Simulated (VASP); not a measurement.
A run of VASP 6.6.1 is set up as follows.

Contents of INCAR:

```
ALGO     = Normal         # electronic algorithm
EDIFF    = 1E-7           # SCF threshold, eV
ENCUT    = 520            # plane-wave cutoff, eV
GGA      = PE             # functional
ISIF     = 2              # what is computed and relaxed
ISMEAR   = -1             # smearing method
LASPH    = T              # aspherical terms in the spheres
LCHARG   = F              # write CHGCAR
LREAL    = F              # projectors in reciprocal space
LWAVE    = F              # write WAVECAR
NBANDS   = 12             # bands
NELM     = 100            # most SCF steps
PREC     = Accurate       # precision mode
SIGMA    = 0.06122561905347299 # smearing width, eV
```

KPOINTS

```
k-points
0
Gamma
  16 16 16
```

Contents of POSCAR:

```
Zn
1.0
    0.0000000000      1.9375073501      1.9375073501
    1.9375073501      0.0000000000      1.9375073501
    1.9375073501      1.9375073501      0.0000000000
Zn
1
Direct
    0.0000000000      0.0000000000      0.0000000000
```

Potentials or basis: VASP PAW PBE potentials, release 64 (Zn).

Launch:

```console
$ cat potpaw_PBE.64/Zn/POTCAR > POTCAR
$ mpirun -np 1 vasp_std > vasp.out
```

**Question.** Estimate the band gap on the k mesh.

**Answer.** Zero (band 6 reaches 5.66 eV, above the bottom of band 7 at 2.08 eV).

**Question.** Estimate the pressure.

**Answer.** 3.4 GPa.
